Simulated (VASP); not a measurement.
Input of a VASP 6.6.1 run:

POSCAR

```
CaO
1.0
    0.0000000000      2.4490000000      2.4490000000
    2.4490000000      0.0000000000      2.4490000000
    2.4490000000      2.4490000000      0.0000000000
Ca O
1 1
Direct
   -0.0638015517      0.0638015517      0.0638015517
    0.5000000000      0.5000000000      0.5000000000
```

INCAR.step1

```
PREC = Accurate
ENCUT = 520
ISMEAR = 0
SIGMA = 0.05
LREAL = F
LASPH = T
NELM = 100
NBANDS = 15
GGA = PE
ALGO = Normal
EDIFF = 1E-4
LWAVE = T
LCHARG = F
```

INCAR.step2

```
PREC = Accurate
ENCUT = 520
EDIFF = 1E-6
ISMEAR = 0
SIGMA = 0.05
LREAL = F
LASPH = T
NELM = 100
ALGO = Normal
ISIF = 2
LWAVE = F
LCHARG = F
METAGGA = R2SCAN
LMIXTAU = T
NBANDS = 15
ISTART = 1
```

The input KPOINTS:

```
regular mesh
0
Gamma
  8 8 8
```

Potentials or basis: VASP PAW PBE potentials, release 64 (Ca_sv, O).

Command:

```sh
$ cat potpaw_PBE.64/Ca_sv/POTCAR potpaw_PBE.64/O/POTCAR > POTCAR
$ cp INCAR.step1 INCAR
$ mpirun -np 1 vasp_std > vasp.out
$ cp INCAR.step2 INCAR
$ mpirun -np 1 vasp_std > vasp.out
```

**Question.** What does it give for the largest force?

**Answer.** 1.388 eV/Å.

**Question.** What does it give for the pressure?

**Answer.** -1.5 GPa.

**Question.** What does it give for the band gap on the k mesh?

**Answer.** 4.45 eV (least direct gap 4.66 eV).

Stress tensor (GPa, compression positive):
```
 7.47  0.00  0.00
 0.00 -6.00  0.00
 0.00  0.00 -6.00
```

Caveat: the cell differs from its parent crystal (all Ca atoms moved +0.312 Å, as atom 1 along Cartesian [1 0 0]); the stress differs along the axes, from -6 to 7 GPa; the PAW data sets were made with another functional, which shifts forces and pressure a little. A k mesh can miss the band edges.
